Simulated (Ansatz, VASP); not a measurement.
**HfO2: VASP beside Ansatz**

The input INCAR:

```
SYSTEM = HfO2
  PREC = Accurate
  ENCUT = 520
  EDIFF = 1E-7
  ISMEAR = 0
  SIGMA = 0.05
  LREAL = .False.
  LASPH = .True.
  NELM = 80
  ALGO = Normal
  ISIF = 2
  LWAVE = .False.
  LCHARG = .False.
  GGA = PE
  NBANDS = 31
```

File KPOINTS:

```
Automatic mesh
0
Gamma
  6 6 4
  0 0 0
```

The input POSCAR:

```
HfO2
1.0
    3.7845200538      0.0000000000      0.0000000000
    0.0000000000      3.7845200538      0.0000000000
    0.0000000000      0.0000000000      5.0007687972
Hf O
2 4
Direct
    0.5000000000      0.5000000000      0.5000000000
    0.0000000000      0.0000000000      0.0000000000
    0.0000000000      0.5000000000      0.6932521152
    0.5000000000      0.0000000000      0.8067478848
    0.5000000000      0.0000000000      0.3067478848
    0.0000000000      0.5000000000      0.1932521152
```

Input for Ansatz:

```yaml
crystal:
  lattice:
    - [3.7845200538, 0.0, 0.0]
    - [0.0, 3.7845200538, 0.0]
    - [0.0, 0.0, 5.0007687972]
  atoms:
    - { symbol: Hf, position: [0.5, 0.5, 0.5] }
    - { symbol: Hf, position: [0.0, 0.0, 0.0] }
    - { symbol: O, position: [0.0, 0.5, 0.6932521152] }
    - { symbol: O, position: [0.5, 0.0, 0.8067478848] }
    - { symbol: O, position: [0.5, 0.0, 0.3067478848] }
    - { symbol: O, position: [0.0, 0.5, 0.1932521152] }
basis:
  ecutwfc: 420
kpoints:
  mp_grid: { grid: [6, 6, 4] }
hamiltonian:
  xc: pbe
scf:
  occupations: { method: gaussian, width: 0.05 }
output:
  forces: true
  stress: true
  eigenvalues: true
```

Change from the starting cell: strain +0.050 along x and y, -0.050 along z, atoms carried along.

Alike in both runs: task single point; functional PBE; k mesh 6 × 6 × 4; occupations gaussian, width 0.05 eV; no spin polarisation.

```csv
,VASP,Ansatz
version,VASP 6.6.1,Ansatz 0.2.0
potentials or method,"VASP PAW PBE potentials, release 64 (Hf_pv, O), cutoff 520 eV","scalar-relativistic, plane waves, PAW"
valence electrons in the cell,44,76
```

```csv
,VASP,Ansatz,Ansatz less VASP
gap on the k mesh at the Fermi level (eV),3.29,3.34,+0.045
least direct gap on the mesh (eV),3.32,3.36,+0.043
pressure (GPa),-14.4,-11.6,+2.82
"traceless stress, the component that is largest in VASP (GPa)",22.84,22.38,-0.466
rms of the force components (eV/Å),0.002,0.017,+0.0148
```

Atom by atom the forces differ by 0.019 eV/Å (rms over components). VASP's potentials hold 44 valence electrons a cell and Ansatz's 76, so a difference there can come from the potentials and not from the codes.

Neither program's run includes spin-orbit coupling.
